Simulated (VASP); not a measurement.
A run of VASP 6.6.1 is set up as follows.

The input INCAR:

```
PREC = Accurate
ENCUT = 520
EDIFF = 1E-7
ISMEAR = -1
SIGMA = 0.02
LREAL = F
LASPH = T
NELM = 100
ALGO = Normal
ISIF = 2
LWAVE = F
LCHARG = F
GGA = PE
NBANDS = 16
```

The input KPOINTS:

```
regular mesh
0
Gamma
  6 6 6
```

File POSCAR:

```
InAs
1.0
    0.0000000000      3.0311794005      3.0311794005
    3.0311794005      0.0000000000      3.0311794005
    3.0311794005      3.0311794005      0.0000000000
In As
1 1
Direct
    0.0000000000      0.0000000000      0.0000000000
    0.2500000000      0.2500000000      0.2500000000
```

Potentials or basis: VASP PAW PBE potentials, release 64 (In_d, As).

Run with:

```bash
$ cat potpaw_PBE.64/In_d/POTCAR potpaw_PBE.64/As/POTCAR > POTCAR
$ mpirun -np 1 vasp_std > vasp.out
```

(1) Estimate the pressure.

(2) Predict the band gap on the k mesh.

## Answers

(1) 3.6 GPa.

(2) zero (filled and empty bands touch).

Caveat: the cell stands under pressure; semilocal functionals underestimate gaps, so a narrow gap can read as zero; spin-orbit coupling is left out, which moves the levels of the heavy elements.
